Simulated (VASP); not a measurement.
# Ca (P-6m2) in VASP: single point with PBE

Aim: the single point of Ca with PBE.

Program: VASP 6.6.1. These are calculated values, not measurements. Logs are shortened: lines on timing, memory, paths and dates and some standing lists are left out, and cuts for length are marked.

### Step 1. The cell of the first run

Symmetry: P-6m2, No. 187, hexagonal system. The conventional cell has a = 3.822 Å, b = 3.822 Å, c = 12.620 Å, α = 90.00°, β = 90.00°, γ = 120.00°. Ca (site symmetry 3m) has 12 Ca at 3.74 to 3.96 Å within 4.9 Å. Ca (site symmetry -6m2) has 12 Ca at 3.74 to 3.82 Å within 4.9 Å. Within 5.0 Å of Ca (site symmetry -6m2) lie 12 Ca at 3.82 to 3.96 Å.

### Step 2. Single point, PBE (strained and its atoms moved)

File INCAR:

```
PREC = Accurate
ENCUT = 520
EDIFF = 1E-7
ISMEAR = 0
SIGMA = 0.1
LREAL = F
LASPH = T
NELM = 60
ALGO = Fast
ISIF = 2
LWAVE = F
LCHARG = F
GGA = PE
NBANDS = 28
```

File KPOINTS:

```
regular mesh
0
Gamma
  12 12 4
```

File POSCAR:

```
Ca
1.0
    3.8215732000      0.0000000000      0.0000000000
   -1.9107865999      3.3095794736      0.0000000000
    0.0000000000      0.0000000000     12.6202690487
Ca
4
Direct
    0.0000000000      0.0000000000      0.0109889447
    0.3333333300      0.6666666700      0.2500000000
    0.0000000000      0.0000000000      0.4890110553
    0.6666666700      0.3333333300      0.7500000000
```

Potentials or basis: VASP PAW PBE potentials, release 64 (Ca_sv).

Command:

```console
$ cat potpaw_PBE.64/Ca_sv/POTCAR > POTCAR
$ mpirun -np 1 vasp_std > vasp.out
```

OUTCAR:

```text
PREC = Accurate
   ENCUT = 520
   EDIFF = 1E-7
   ISMEAR = 0
   LREAL = F
   LASPH = T
   NELM = 60
   ISIF = 2
   GGA = PE

 ion  position               nearest neighbor table
   1  0.000  0.000  0.011-
   2  0.333  0.667  0.250-
   3  0.000  0.000  0.489-
   4  0.667  0.333  0.750-

  LATTYP: Found a hexagonal cell.
 ALAT       =     3.8215732000
 C/A-ratio  =     3.3023753277

  Lattice vectors:

 A1 = (   3.8215732000,   0.0000000000,   0.0000000000)
 A2 = (  -1.9107865999,   3.3095794736,   0.0000000000)
 A3 = (   0.0000000000,   0.0000000000,  12.6202690487)

Analysis of symmetry for initial positions (statically):
=====================================================================
 Subroutine PRICEL returns:
 Original cell was already a primitive cell.

 Routine SETGRP: Setting up the symmetry group for a
 hexagonal supercell.

 Subroutine GETGRP returns: Found 12 space group operations
 (whereof  6 operations were pure point group operations)
 out of a pool of 24 trial point group operations.

The static configuration has the point symmetry C_3v.
 The point group associated with its full space group is D_3h.

Analysis of symmetry for dynamics (positions and initial velocities):
=====================================================================
 Subroutine PRICEL returns:
 Original cell was already a primitive cell.

 Routine SETGRP: Setting up the symmetry group for a
 hexagonal supercell.

 Subroutine GETGRP returns: Found 12 space group operations
 (whereof  6 operations were pure point group operations)
 out of a pool of 24 trial point group operations.

The dynamic configuration has the point symmetry C_3v.
 The point group associated with its full space group is D_3h.

 Subroutine INISYM returns: Found 12 space group operations
 (whereof  6 operations are pure point group operations),
 and found     1 'primitive' translations

----------------------------------------------------------------------------------------

                                     Primitive cell

  volume of cell :     159.6186

  direct lattice vectors                    reciprocal lattice vectors
     3.821573200  0.000000000  0.000000000     0.261672340  0.151076596  0.000000000
    -1.910786600  3.309579474  0.000000000     0.000000000  0.302153191  0.000000000
     0.000000000  0.000000000 12.620269049     0.000000000  0.000000000  0.079237613

  length of vectors
     3.821573200  3.821573200 12.620269049     0.302153191  0.302153191  0.079237613

  position of ions in fractional coordinates (direct lattice)
     0.000000000  0.000000000  0.010988945
     0.333333330  0.666666670  0.250000000
     0.000000000  0.000000000  0.489011055
     0.666666670  0.333333330  0.750000000

  ion indices of the primitive-cell ions
   primitive index   ion index
                 1           1
                 2           2
                 3           3
                 4           4

----------------------------------------------------------------------------------------

 KPOINTS: regular mesh

Automatic generation of k-mesh.
 Grid dimensions read from file:
 generate k-points for:   12   12    4

 Generating k-lattice:

  Cartesian coordinates                     Fractional coordinates (reciprocal lattice)
     0.021806028  0.012589716  0.000000000     0.083333333  0.000000000  0.000000000
     0.000000000  0.025179433  0.000000000     0.000000000  0.083333333  0.000000000
     0.000000000  0.000000000  0.019809403     0.000000000  0.000000000  0.250000000

  Length of vectors
     0.025179433  0.025179433  0.019809403

  Shift w.r.t. Gamma in fractional coordinates (k-lattice)
     0.000000000  0.000000000  0.000000000

 Subroutine IBZKPT returns following result:
 ===========================================

 Found     57 irreducible k-points:

 Following reciprocal coordinates:
            Coordinates               Weight
  0.000000  0.000000  0.000000      1.000000
  0.083333  0.000000  0.000000      6.000000
  0.166667  0.000000  0.000000      6.000000
  0.250000  0.000000  0.000000      6.000000
  0.333333  0.000000  0.000000      6.000000
  0.416667  0.000000  0.000000      6.000000
[... 16 lines left out ...]
  0.250000  0.000000  0.250000     12.000000
  0.333333  0.000000  0.250000     12.000000
 [... further k-points ...]
   k-points           NKPTS =     57   k-points in BZ     NKDIM =     57   number of bands    NBANDS=     28
   number of dos      NEDOS =    301   number of ions     NIONS =      4
   total plane-waves  NPLWV =  75264
   dimension x,y,z NGX =    28 NGY =   28 NGZ =   96
   dimension x,y,z NGXF=    56 NGYF=   56 NGZF=  192
   ions per type =               4
   NGX,Y,Z   is equivalent  to a cutoff of  12.18, 12.18, 12.65 a.u.
   NGXF,Y,Z  is equivalent  to a cutoff of  24.36, 24.36, 25.29 a.u.
 SYSTEM =  unknown system
   PREC   = accura    normal or accurate (medium, high low for compatibility)
   ISTART =      0    job   : 0-new  1-cont  2-samecut
   ICHARG =      2    charge: 1-file 2-atom 10-const
   ISPIN  =      1    spin polarized calculation?
   LNONCOLLINEAR =      F non collinear calculations
   LSORBIT =      F    spin-orbit coupling
   LASPH  =      T    aspherical Exc in radial PAW
   ENCUT  =  520.0 eV  38.22 Ry    6.18 a.u.   7.11  7.11 23.47*2*pi/ulx,y,z
   NELM   =     60;   NELMIN=  2; NELMDL= -5     # of ELM steps
   EDIFF  = 0.1E-06   stopping-criterion for ELM
   LREAL  =      F    real-space projection
   EDIFFG = 0.1E-05   stopping-criterion for IOM
   NSW    =      0    number of steps for IOM
   IBRION =     -1    ionic relax: 0-MD 1-quasi-New 2-CG
   NFREE  =      0    steps in history (QN), initial steepest desc. (CG)
   ISIF   =      2    stress and relaxation
   ISYM   =      2    0-nonsym 1-usesym 2-fastsym
   POTIM  = 0.5000    time-step for ionic-motion
   TEBEG  =    0.0;   TEEND  =   0.0 temperature during run
   PSTRESS=    0.0 pullay stress
   NELECT =      40.0000    total number of electrons
   NUPDOWN=      -1.0000    fix difference up-down
   EMIN   =  10.00;   EMAX   =-10.00  energy-range for DOS
   EFERMI =   0.00;   METHOD = LEGACY
   ISMEAR =     0;   SIGMA  =   0.10  broadening in eV -4-tet -1-fermi 0-gaus
   EFERMI_NEDOS =   21; number of points for ismear=-14 and -15
   IALGO  =     68    algorithm
   IMIX   =      4    mixing-type and parameters
     AMIX     =   0.40;   BMIX     =  1.00
     AMIX_MAG =   1.60;   BMIX_MAG =  1.00
  volume/ion in A,a.u.               =      39.90       269.29
  Fermi-wavevector in a.u.,A,eV,Ry     =   1.032128  1.950439 14.494130  1.065289
  Thomas-Fermi vector in A             =   2.166311
   LORBIT       =      0    0 simple, 1 ext, 2 COOP (PROOUT), +10 PAW based schemes
   GGA     = PE    functional components
   LHFCALC =     F    Hartree Fock is set to
   AEXX    =    0.0000 exact exchange contribution
   IVDW    =     0    specifies the selected vdW correction
   LEPSILON=     F    determine dielectric tensor
   LRPA    =     F    only Hartree local field effects (RPA)
 non-spin polarized calculation
 RMM-DIIS sequential band-by-band and
 Gauss-broadening in eV      SIGMA  =   0.10
  energy-cutoff  :      520.00
  volume of cell :      159.62
 maximum number of plane-waves:      4335
   NGX = 15   NGY = 15   NGZ = 47

 number of electron      39.9999996 magnetization

 Free energy of the ion-electron system (eV)
  ---------------------------------------------------
  ext. energy  EPLUGINS =         0.00000000
  ---------------------------------------------------
  free energy    TOTEN  =        -7.64035455 eV

  energy without entropy =       -7.61528766  energy(sigma->0) =       -7.62782110

 E-fermi :   2.2297     XC(G=0):  -7.9069

 val. band max:        2.2196623368   @ k =   0.5000   0.0000   0.0000
 cond. band min:       2.2329957419   @ k =   0.3333   0.3333   0.5000
 fundamental gap:      0.0133334052
 Fermi energy:         2.2296733936

 k-point     1 :       0.0000    0.0000    0.0000
  band No.  band energies     occupation
      1     -39.8035      2.00000
      2     -39.6803      2.00000
      3     -39.6797      2.00000
      4     -39.5628      2.00000
      5     -20.8084      2.00000
      6     -20.7300      2.00000
[... 20 lines left out ...]
     27       4.5605      0.00000
     28       4.6586      0.00000

 k-point     2 :       0.0833    0.0000    0.0000
  band No.  band energies     occupation
      1     -39.8027      2.00000
      2     -39.6794      2.00000
      3     -39.6789      2.00000
      4     -39.5620      2.00000
      5     -20.8061      2.00000
      6     -20.7396      2.00000
[... 20 lines left out ...]
     27       4.6007      0.00000
     28       4.6306      0.00000

 k-point     3 :       0.1667    0.0000    0.0000
  band No.  band energies     occupation
      1     -39.8004      2.00000
      2     -39.6771      2.00000
      3     -39.6767      2.00000
      4     -39.5598      2.00000
      5     -20.8000      2.00000
      6     -20.7650      2.00000
[... 20 lines left out ...]
     27       4.6629      0.00000
     28       4.7992      0.00000

 k-point     4 :       0.2500    0.0000    0.0000
  band No.  band energies     occupation
      1     -39.7973      2.00000
      2     -39.6739      2.00000
      3     -39.6736      2.00000
      4     -39.5568      2.00000
      5     -20.7989      2.00000
      6     -20.7923      2.00000
[... 578 lines left out ...]
     27       4.5732      0.00000
     28       4.7935      0.00000

 k-point    23 :       0.2500    0.0000    0.2500
  band No.  band energies     occupation
      1     -39.7973      2.00000
      2     -39.6739      2.00000
      3     -39.6735      2.00000
      4     -39.5568      2.00000
      5     -20.7990      2.00000
      6     -20.7922      2.00000
[... 20 lines left out ...]
     27       4.4224      0.00000
     28       4.5727      0.00000

 k-point    24 :       0.3333    0.0000    0.2500
  band No.  band energies     occupation
      1     -39.7942      2.00000
      2     -39.6707      2.00000
      3     -39.6704      2.00000
      4     -39.5539      2.00000
      5     -20.8321      2.00000
      6     -20.7867      2.00000
[... 20 lines left out ...]
     27       4.1793      0.00000
     28       4.3854      0.00000

 [... further k-points ...]

------------------------ aborting loop because EDIFF is reached ----------------------------------------

  FORCE on cell =-STRESS in cart. coord.  units (eV):
  Direction    XX          YY          ZZ          XY          YZ          ZX
  --------------------------------------------------------------------------------------
  -------------------------------------------------------------------------------------
  Total        1.2026084      1.2026084      1.1678058      0.0000000      0.0000000      0.0000000
  in kB       12.0712210     12.0712209     11.7218887      0.0000000      0.0000000      0.0000000
  external PRESSURE =      11.9547769 kB  Pullay stress =       0.0000000 kB

 VOLUME and BASIS-vectors are now :
 -----------------------------------------------------------------------------
  energy-cutoff  :      520.00
  volume of cell :      159.62
      direct lattice vectors                 reciprocal lattice vectors
     3.821573200  0.000000000  0.000000000     0.261672340  0.151076596  0.000000000
    -1.910786600  3.309579474  0.000000000     0.000000000  0.302153191  0.000000000
     0.000000000  0.000000000 12.620269049     0.000000000  0.000000000  0.079237613

 POSITION                                       TOTAL-FORCE (eV/Angst)
 -----------------------------------------------------------------------------------
      0.00000      0.00000      0.13868        -0.000000     -0.000000     -0.313155
     -0.00000      2.20639      3.15507        -0.000000      0.000000     -0.000000
      0.00000      0.00000      6.17145        -0.000000     -0.000000      0.313155
      1.91079      1.10319      9.46520         0.000000      0.000000     -0.000000
 -----------------------------------------------------------------------------------
    total drift:                               -0.000000      0.000000      0.000000

  FREE ENERGIE OF THE ION-ELECTRON SYSTEM (eV)
  ---------------------------------------------------
  free  energy   TOTEN  =        -7.6403545451 eV

  energy  without entropy=       -7.6152876560  energy(sigma->0) =       -7.62782110
```

Run time: 8.5 min. Hardware: 1 thread of Oxide Virtual Turin-like, shared host; peak memory 0.34 GiB.

Results:

```yaml
Free_energy: -7.6404 eV
Pressure: 1.2 GPa
Largest_force: 0.313 eV/Å
Band_gap_on_the_k_mesh: zero (bands 20 and 21 overlap by 0.41 eV)
```

Forces in eV/Å, atoms in the order of the input:
```
Ca   0.000  0.000 -0.313
Ca   0.000  0.000  0.000
Ca   0.000  0.000  0.313
Ca   0.000  0.000  0.000
```

Levels at points of the mesh, in eV from the Fermi level:
```tsv
k point	band 18	band 19	band 20	band 21	band 22	band 23
(0.00, 0.00, 0.00)	-3.12	-3.12	-1.09	-0.21	1.33	1.42
(0.50, 0.00, 0.00)	-0.83	-0.73	-0.60	-0.01	0.12	0.41
(0.00, 0.00, 0.50)	-3.84	-2.05	-1.95	0.41	0.66	1.89
(0.50, 0.00, 0.50)	-0.94	-0.70	-0.62	0.05	0.08	0.44
```

Caveat: the cell differs from its parent crystal (strained and its atoms moved).
